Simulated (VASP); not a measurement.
Input of a VASP 6.6.1 run:

File INCAR:

```
SYSTEM = TiTe2
  PREC = Accurate
  ENCUT = 520
  EDIFF = 1E-6
  ISMEAR = 0
  SIGMA = 0.1
  LREAL = .False.
  LASPH = .True.
  NELM = 80
  ALGO = Normal
  ISIF = 2
  LWAVE = .False.
  LCHARG = .False.
  GGA = PE
  IVDW = 12
  NBANDS = 19
```

File KPOINTS:

```
Automatic mesh
0
Gamma
  15 15 8
  0 0 0
```

File POSCAR:

```
TiTe2
1.0
    3.5871924881      0.0000000000      0.0000000000
   -1.7935962440      3.1065998230      0.0000000000
    0.0000000000      0.0000000000      6.1670345159
Ti Te
1 2
Direct
    0.0000000000      0.0000000000      0.0000000000
    0.6666666667      0.3333333333      0.2820589696
    0.3333333333      0.6666666667      0.7179410304
```

Potentials or basis: VASP PAW PBE potentials, release 64 (Ti_sv, Te).

Run with:

```bash
$ cat potpaw_PBE.64/Ti_sv/POTCAR potpaw_PBE.64/Te/POTCAR > POTCAR
$ mpirun -np 1 vasp_std > vasp.out
```

**Question.** Predict the pressure.

**Answer.** 5.2 GPa.

**Question.** What does it give for the largest force?

**Answer.** 0.006 eV/Å.

**Question.** Estimate the dispersion energy per atom.

**Answer.** -0.575 eV.

Stress tensor (GPa, compression positive):
```
5.25 0.00 0.00
0.00 5.25 0.00
0.00 0.00 5.12
```

Caveat: the cell stands under pressure.
